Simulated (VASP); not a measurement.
# SnO2 in VASP: a series of runs

The runs below take SnO2 through single point, with PBE.

Everything below comes from runs of VASP 6.6.1. Logs are shortened: lines on timing, memory, paths and dates and some standing lists are left out, and cuts for length are marked.

## 1. The cell of the first run

The typed cell holds 6 atoms: a = 4.880 Å, b = 4.880 Å, c = 3.168 Å, α = 90.00°, β = 90.00°, γ = 90.00°.

## 2. Single point, PBE

Contents of INCAR:

```
SYSTEM = SnO2
  ALGO = Normal
  EDIFF = 1E-7
  ENCUT = 520
  GGA = PE
  ISIF = 2
  ISMEAR = 0
  LASPH = .TRUE.
  LCHARG = .FALSE.
  LREAL = .FALSE.
  LWAVE = .FALSE.
  NBANDS = 35
  NELM = 80
  PREC = Accurate
  SIGMA = 0.05
```

Contents of KPOINTS:

```
k-points
0
G
  6 6 8
  0 0 0
```

Contents of POSCAR:

```
SnO2
1.0
    4.8804606745      0.0000000000      0.0000000000
    0.0000000000      4.8804744875      0.0000000000
    0.0000000000      0.0000000000      3.1683950699
Sn O
2 4
Direct
    0.5000000000      0.5000000000      0.5000000000
    0.0000000000      0.0000000000      0.0000000000
    0.3138957232      0.3139536156      0.0000000000
    0.8138957232      0.1860463844      0.5000000000
    0.1861042768      0.8139536156      0.5000000000
    0.6861042768      0.6860463844      0.0000000000
```

Potentials or basis: VASP PAW PBE potentials, release 64 (Sn_d, O).

Started as:

```console
> cat potpaw_PBE.64/Sn_d/POTCAR potpaw_PBE.64/O/POTCAR > POTCAR
> mpirun -np 1 vasp_std > vasp.out
```

OUTCAR:

```text
SYSTEM = SnO2
   EDIFF = 1E-7
   ENCUT = 520
   GGA = PE
   ISIF = 2
   ISMEAR = 0
   LASPH = .TRUE.
   LREAL = .FALSE.
   NELM = 80
   PREC = Accurate

 ion  position               nearest neighbor table
   1  0.500  0.500  0.500-   3 2.04   6 2.04   3 2.04   6 2.04   5 2.17   4 2.17
   2  0.000  0.000  0.000-   4 2.04   5 2.04   4 2.04   5 2.04   3 2.17   6 2.17
   3  0.314  0.314  0.000-   1 2.04   1 2.04   2 2.17
   4  0.814  0.186  0.500-   2 2.04   2 2.04   1 2.17
   5  0.186  0.814  0.500-   2 2.04   2 2.04   1 2.17
   6  0.686  0.686  0.000-   1 2.04   1 2.04   2 2.17

  LATTYP: Found a simple tetragonal cell.
 ALAT       =     4.8804606745
 C/A-ratio  =     0.6492000000

  Lattice vectors:

 A1 = (   4.8804606745,   0.0000000000,   0.0000000000)
 A2 = (   0.0000000000,   4.8804744875,   0.0000000000)
 A3 = (   0.0000000000,   0.0000000000,   3.1683950699)

Analysis of symmetry for initial positions (statically):
=====================================================================
 Subroutine PRICEL returns:
 Original cell was already a primitive cell.

 Routine SETGRP: Setting up the symmetry group for a
 simple tetragonal supercell.

 Subroutine GETGRP returns: Found  8 space group operations
 (whereof  4 operations were pure point group operations)
 out of a pool of 16 trial point group operations.

The static configuration has the point symmetry C_2h.
 The point group associated with its full space group is D_2h.

Analysis of symmetry for dynamics (positions and initial velocities):
=====================================================================
 Subroutine PRICEL returns:
 Original cell was already a primitive cell.

 Routine SETGRP: Setting up the symmetry group for a
 simple tetragonal supercell.

 Subroutine GETGRP returns: Found  8 space group operations
 (whereof  4 operations were pure point group operations)
 out of a pool of 16 trial point group operations.

The dynamic configuration has the point symmetry C_2h.
 The point group associated with its full space group is D_2h.

 Subroutine INISYM returns: Found  8 space group operations
 (whereof  4 operations are pure point group operations),
 and found     1 'primitive' translations

----------------------------------------------------------------------------------------

                                     Primitive cell

  volume of cell :      75.4679

  direct lattice vectors                    reciprocal lattice vectors
     4.880460675  0.000000000  0.000000000     0.204898690  0.000000000  0.000000000
     0.000000000  4.880474487  0.000000000     0.000000000  0.204898110  0.000000000
     0.000000000  0.000000000  3.168395070     0.000000000  0.000000000  0.315617206

  length of vectors
     4.880460675  4.880474487  3.168395070     0.204898690  0.204898110  0.315617206

  position of ions in fractional coordinates (direct lattice)
     0.500000000  0.500000000  0.500000000
     0.000000000  0.000000000  0.000000000
     0.313895723  0.313953616  0.000000000
     0.813895723  0.186046384  0.500000000
     0.186104277  0.813953616  0.500000000
     0.686104277  0.686046384  0.000000000

  ion indices of the primitive-cell ions
   primitive index   ion index
                 1           1
                 2           2
                 3           3
                 4           4
                 5           5
                 6           6

----------------------------------------------------------------------------------------

 KPOINTS: k-points

Automatic generation of k-mesh.
 Grid dimensions read from file:
 generate k-points for:    6    6    8

 Generating k-lattice:

  Cartesian coordinates                     Fractional coordinates (reciprocal lattice)
     0.034149782  0.000000000  0.000000000     0.166666667  0.000000000  0.000000000
     0.000000000  0.034149685  0.000000000     0.000000000  0.166666667  0.000000000
     0.000000000  0.000000000  0.039452151     0.000000000  0.000000000  0.125000000

  Length of vectors
     0.034149782  0.034149685  0.039452151

  Shift w.r.t. Gamma in fractional coordinates (k-lattice)
     0.000000000  0.000000000  0.000000000

 Subroutine IBZKPT returns following result:
 ===========================================

 Found     80 irreducible k-points:

 Following reciprocal coordinates:
            Coordinates               Weight
  0.000000  0.000000  0.000000      1.000000
  0.166667  0.000000  0.000000      2.000000
  0.000000  0.166667  0.000000      2.000000
  0.333333  0.000000  0.000000      2.000000
  0.000000  0.333333  0.000000      2.000000
  0.500000  0.000000  0.000000      1.000000
[... 16 lines left out ...]
  0.000000  0.500000  0.125000      2.000000
  0.166667  0.166667  0.125000      8.000000
 [... further k-points ...]
   k-points           NKPTS =     80   k-points in BZ     NKDIM =     80   number of bands    NBANDS=     35
   number of dos      NEDOS =    301   number of ions     NIONS =      6
   total plane-waves  NPLWV =  31104
   dimension x,y,z NGX =    36 NGY =   36 NGZ =   24
   dimension x,y,z NGXF=    72 NGYF=   72 NGZF=   48
   ions per type =               2   4
   NGX,Y,Z   is equivalent  to a cutoff of  12.26, 12.26, 12.59 a.u.
   NGXF,Y,Z  is equivalent  to a cutoff of  24.53, 24.53, 25.19 a.u.
 SYSTEM =  SnO2
   PREC   = accura    normal or accurate (medium, high low for compatibility)
   ISTART =      0    job   : 0-new  1-cont  2-samecut
   ICHARG =      2    charge: 1-file 2-atom 10-const
   ISPIN  =      1    spin polarized calculation?
   LNONCOLLINEAR =      F non collinear calculations
   LSORBIT =      F    spin-orbit coupling
   LASPH  =      T    aspherical Exc in radial PAW
   ENCUT  =  520.0 eV  38.22 Ry    6.18 a.u.   9.07  9.07  5.89*2*pi/ulx,y,z
   NELM   =     80;   NELMIN=  2; NELMDL= -5     # of ELM steps
   EDIFF  = 0.1E-06   stopping-criterion for ELM
   LREAL  =      F    real-space projection
   EDIFFG = 0.1E-05   stopping-criterion for IOM
   NSW    =      0    number of steps for IOM
   IBRION =     -1    ionic relax: 0-MD 1-quasi-New 2-CG
   NFREE  =      0    steps in history (QN), initial steepest desc. (CG)
   ISIF   =      2    stress and relaxation
   ISYM   =      2    0-nonsym 1-usesym 2-fastsym
   POTIM  = 0.5000    time-step for ionic-motion
   TEBEG  =    0.0;   TEEND  =   0.0 temperature during run
   PSTRESS=    0.0 pullay stress
   NELECT =      52.0000    total number of electrons
   NUPDOWN=      -1.0000    fix difference up-down
   EMIN   =  10.00;   EMAX   =-10.00  energy-range for DOS
   EFERMI =   0.00;   METHOD = LEGACY
   ISMEAR =     0;   SIGMA  =   0.05  broadening in eV -4-tet -1-fermi 0-gaus
   EFERMI_NEDOS =   21; number of points for ismear=-14 and -15
   IALGO  =     38    algorithm
   IMIX   =      4    mixing-type and parameters
     AMIX     =   0.40;   BMIX     =  1.00
     AMIX_MAG =   1.60;   BMIX_MAG =  1.00
  volume/ion in A,a.u.               =      12.58        84.88
  Fermi-wavevector in a.u.,A,eV,Ry     =   1.445956  2.732461 28.446926  2.090790
  Thomas-Fermi vector in A             =   2.564080
   LORBIT       =      0    0 simple, 1 ext, 2 COOP (PROOUT), +10 PAW based schemes
   GGA     = PE    functional components
   LHFCALC =     F    Hartree Fock is set to
   AEXX    =    0.0000 exact exchange contribution
   IVDW    =     0    specifies the selected vdW correction
   LEPSILON=     F    determine dielectric tensor
   LRPA    =     F    only Hartree local field effects (RPA)
 non-spin polarized calculation
 Gauss-broadening in eV      SIGMA  =   0.05
  energy-cutoff  :      520.00
  volume of cell :       75.47
 maximum number of plane-waves:      2060
   NGX = 19   NGY = 19   NGZ = 11

 number of electron      52.0000017 magnetization

 Free energy of the ion-electron system (eV)
  ---------------------------------------------------
  ext. energy  EPLUGINS =         0.00000000
  ---------------------------------------------------
  free energy    TOTEN  =       -37.14903732 eV

  energy without entropy =      -37.14903732  energy(sigma->0) =      -37.14903732

 E-fermi :   5.7841     XC(G=0): -10.9410

 val. band max:        5.4753212688   @ k =   0.0000   0.0000   0.0000
 cond. band min:       6.4894979232   @ k =   0.0000   0.0000   0.0000
 fundamental gap:      1.0141766544
 Fermi energy:         5.7841391128

 k-point     1 :       0.0000    0.0000    0.0000
  band No.  band energies     occupation
      1     -15.5514      2.00000
      2     -15.0053      2.00000
      3     -14.5993      2.00000
      4     -14.5993      2.00000
      5     -14.5993      2.00000
      6     -14.5054      2.00000
[... 27 lines left out ...]
     34      16.4914      0.00000
     35      17.4767      0.00000

 k-point     2 :       0.1667    0.0000    0.0000
  band No.  band energies     occupation
      1     -15.5185      2.00000
      2     -15.0398      2.00000
      3     -14.5982      2.00000
      4     -14.5981      2.00000
      5     -14.5976      2.00000
      6     -14.5006      2.00000
[... 27 lines left out ...]
     34      16.7943      0.00000
     35      17.4770      0.00000

 k-point     3 :       0.0000    0.1667    0.0000
  band No.  band energies     occupation
      1     -15.5185      2.00000
      2     -15.0398      2.00000
      3     -14.5982      2.00000
      4     -14.5981      2.00000
      5     -14.5976      2.00000
      6     -14.5006      2.00000
[... 27 lines left out ...]
     34      16.7938      0.00000
     35      17.4769      0.00000
[... 723 lines left out ...]
 k-point    23 :       0.0000    0.5000    0.1250
  band No.  band energies     occupation
      1     -15.2159      2.00000
      2     -15.2159      2.00000
      3     -14.7612      2.00000
      4     -14.7612      2.00000
      5     -14.5344      2.00000
      6     -14.5344      2.00000
[... 27 lines left out ...]
     34      17.7071      0.00000
     35      18.0715      0.00000

 k-point    24 :       0.1667    0.1667    0.1250
  band No.  band energies     occupation
      1     -15.4104      2.00000
      2     -14.9880      2.00000
      3     -14.7606      2.00000
      4     -14.7604      2.00000
      5     -14.5655      2.00000
      6     -14.4970      2.00000
[... 27 lines left out ...]
     34      17.4455      0.00000
     35      17.5634      0.00000

 [... further k-points ...]

------------------------ aborting loop because EDIFF is reached ----------------------------------------

  FORCE on cell =-STRESS in cart. coord.  units (eV):
  Direction    XX          YY          ZZ          XY          YZ          ZX
  --------------------------------------------------------------------------------------
  -------------------------------------------------------------------------------------
  Total        0.8849150      0.8842901      4.9972333      0.0000000      0.0000000      0.0000000
  in kB       18.7866764     18.7734101    106.0908712      0.0000000      0.0000000      0.0000000
  external PRESSURE =      47.8836526 kB  Pullay stress =       0.0000000 kB

 VOLUME and BASIS-vectors are now :
 -----------------------------------------------------------------------------
  energy-cutoff  :      520.00
  volume of cell :       75.47
      direct lattice vectors                 reciprocal lattice vectors
     4.880460675  0.000000000  0.000000000     0.204898690  0.000000000  0.000000000
     0.000000000  4.880474487  0.000000000     0.000000000  0.204898110  0.000000000
     0.000000000  0.000000000  3.168395070     0.000000000  0.000000000  0.315617206

 POSITION                                       TOTAL-FORCE (eV/Angst)
 -----------------------------------------------------------------------------------
      2.44023      2.44024      1.58420         0.000000      0.000000      0.000000
      0.00000      0.00000      0.00000         0.000000      0.000000      0.000000
      1.53196      1.53224      0.00000        -0.820704     -0.820775      0.000000
      3.97219      0.90799      1.58420        -0.820704      0.820775      0.000000
      0.90827      3.97248      1.58420         0.820704     -0.820775     -0.000000
      3.34850      3.34823      0.00000         0.820704      0.820775     -0.000000
 -----------------------------------------------------------------------------------
    total drift:                               -0.000000      0.000000     -0.000000

  FREE ENERGIE OF THE ION-ELECTRON SYSTEM (eV)
  ---------------------------------------------------
  free  energy   TOTEN  =       -37.1490373152 eV

  energy  without entropy=      -37.1490373152  energy(sigma->0) =      -37.14903732
```

Wall time 58 s (1 thread of Intel Xeon 6975P-C (Granite Rapids), shared host); peak memory 0.29 GiB.

What came out:

```
Free energy            : -37.1490 eV
Pressure               : 4.8 GPa
Largest force          : 1.161 eV/Å
Band gap on the k mesh : 1.01 eV
```

Forces on the atoms (eV/Å):
```
Sn   0.000  0.000  0.000
Sn   0.000  0.000  0.000
O   -0.821 -0.821  0.000
O   -0.821  0.821  0.000
O    0.821 -0.821  0.000
O    0.821  0.821  0.000
```

Caveat: the cell stands under pressure; spin-orbit coupling is left out, which moves the levels of the heavy elements; forces of over 1 eV/Å act on the atoms, so gaps and moduli don't describe the material at rest.

## 3. Single point, PBE

This run uses another cell than the first one, of the same volume but with other edges.

Contents of INCAR:

```
SYSTEM = SnO2
ALGO = Normal
EDIFF = 1E-6
ENCUT = 520
GGA = PE
ISIF = 2
ISMEAR = 0
LASPH = .TRUE.
LCHARG = .FALSE.
LREAL = .FALSE.
LWAVE = .FALSE.
NBANDS = 35
NELM = 60
PREC = Accurate
SIGMA = 0.05
```

KPOINTS is that of step 2.

Contents of POSCAR:

```
SnO2
1.0
    4.7289933970      0.0000000000      0.0000000000
    0.0000000000      4.7290067813      0.0000000000
    0.0000000000      0.0000000000      3.3746096881
Sn O
2 4
Direct
    0.5000000000      0.5000000000      0.5000000000
    0.0000000000      0.0000000000      0.0000000000
    0.2992491604      0.2993070528      0.0000000000
    0.7992491604      0.2006929472      0.5000000000
    0.2007508396      0.7993070528      0.5000000000
    0.7007508396      0.7006929472      0.0000000000
```

Potentials or basis: VASP PAW PBE potentials, release 64 (Sn_d, O).

Started as:

```console
> cat potpaw_PBE.64/Sn_d/POTCAR potpaw_PBE.64/O/POTCAR > POTCAR
> mpirun -np 1 vasp_std > vasp.out
```

Run time: 66 s. Hardware: 1 thread of Intel Xeon 6975P-C (Granite Rapids), shared host; peak memory 0.29 GiB.

Results (log left out):

```yaml
Free_energy: -37.0783 eV
Pressure: -0.7 GPa
Largest_force: 1.138 eV/Å
Band_gap_on_the_k_mesh: 0.43 eV
```

Forces on the atoms (eV/Å):
```
Sn   0.000  0.000  0.000
Sn   0.000  0.000  0.000
O    0.805  0.804  0.000
O    0.805 -0.804  0.000
O   -0.805  0.804  0.000
O   -0.805 -0.804  0.000
```

Stress tensor (GPa, compression positive):
```
 3.52  0.00  0.00
 0.00  3.53  0.00
 0.00  0.00 -9.25
```

Levels at points of the mesh, in eV from the valence-band top:
```csv
k point,band 22,band 23,band 24,band 25,band 26,band 27,band 28,band 29,band 30,band 31
"(0.00, 0.00, 0.00)",-1.37,-1.37,-0.68,-0.68,0.00,0.43,5.50,5.61,5.61,9.04
"(0.50, 0.00, 0.00)",-1.99,-1.28,-1.28,-0.53,-0.53,3.89,3.89,6.53,6.53,10.96
"(0.00, 0.50, 0.00)",-1.99,-1.28,-1.28,-0.53,-0.53,3.90,3.90,6.54,6.54,10.96
"(0.50, 0.50, 0.00)",-2.13,-1.46,-1.46,-0.73,-0.73,4.32,4.32,6.98,6.98,10.98
"(0.00, 0.00, 0.50)",-2.76,-1.57,-1.57,-1.12,-1.12,5.38,5.38,9.38,9.38,9.56
"(0.50, 0.00, 0.50)",-1.70,-0.96,-0.96,-0.64,-0.64,5.72,5.72,7.83,7.83,9.89
"(0.00, 0.50, 0.50)",-1.70,-0.96,-0.96,-0.64,-0.64,5.72,5.72,7.83,7.83,9.89
"(0.50, 0.50, 0.50)",-1.93,-0.76,-0.76,-0.68,-0.68,4.01,4.01,8.90,8.90,10.00
```

Caveat: spin-orbit coupling is left out, which moves the levels of the heavy elements; forces of over 1 eV/Å act on the atoms, so gaps and moduli don't describe the material at rest.

[end of part 1 of 2]
